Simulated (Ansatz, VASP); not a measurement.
# Two plane-wave programs on InPt3

INCAR

```
SYSTEM = InPt3
PREC = Accurate ; ENCUT = 600
EDIFF = 1E-6 ; ISMEAR = -1
SIGMA = 0.15 ; LREAL = .FALSE.
LASPH = .TRUE. ; NELM = 100
ALGO = Fast ; ISIF = 3
LWAVE = .FALSE. ; LCHARG = .FALSE.
GGA = CA ; IBRION = 2
NSW = 80 ; EDIFFG = -0.001
```

KPOINTS

```
Automatic mesh
0
G
  10 10 10
  0 0 0
```

Contents of POSCAR:

```
InPt3
1.0
    3.9642701660      0.0000000000      0.0000000000
    0.0000000000      3.9642701660      0.0000000000
    0.0000000000      0.0000000000      3.9642701660
In Pt
1 3
Direct
    0.0000000000      0.0000000000      0.0000000000
    0.5000000000      0.5000000000      0.0000000000
    0.0000000000      0.5000000000      0.5000000000
    0.5000000000      0.0000000000      0.5000000000
```

Input for Ansatz:

```yaml
crystal:
  lattice:
    - [3.964270166, 0.0, 0.0]
    - [0.0, 3.964270166, 0.0]
    - [0.0, 0.0, 3.964270166]
  atoms:
    - { symbol: In, position: [0.0, 0.0, 0.0] }
    - { symbol: Pt, position: [0.5, 0.5, 0.0] }
    - { symbol: Pt, position: [0.0, 0.5, 0.5] }
    - { symbol: Pt, position: [0.5, 0.0, 0.5] }
basis:
  ecutwfc: 420
kpoints:
  mp_grid: { grid: [10, 10, 10] }
hamiltonian:
  xc: lda
scf:
  occupations: { method: fermi_dirac, width: 0.15 }
output:
  forces: true
  stress: true
  eigenvalues: true
relax:
  adjacent_minimum: "off"
  f_tol: 0.001
  max_steps: 60
  cell: { stress_tol: 0.01 }
```

Alike in both runs: task relaxation of cell and atoms; functional LDA; k mesh 10 × 10 × 10; occupations fermi-dirac, width 0.15 eV; no spin polarisation.

|  | VASP | Ansatz |
| --- | --- | --- |
| version | VASP 6.6.1 | Ansatz 0.2.0 |
| potentials or method | VASP PAW LDA potentials, release 64 (In_d, Pt), cutoff 600 eV | scalar-relativistic, plane waves, PAW |
| valence electrons in the cell | 43 | 67 |

|  | VASP | Ansatz | Ansatz less VASP |
| --- | --- | --- | --- |
| gap on the k mesh at the Fermi level, each at its own relaxed structure (eV) | none | none | - |
| relaxed volume (Å³/atom) | 15.65 | 15.60 | -0.055 |
| relaxed length of the cell vector where the two differ most in proportion (Å) | 3.971 | 3.966 | -0.0046 |

LDA's correlation is that of Perdew and Zunger in VASP and of Perdew and Wang (1992) in Ansatz. A gap of «none» marks a metal or a gap that the smearing closes. VASP's potentials hold 43 valence electrons a cell and Ansatz's 67, so a difference there can come from the potentials and not from the codes.

Spin-orbit coupling is off throughout.
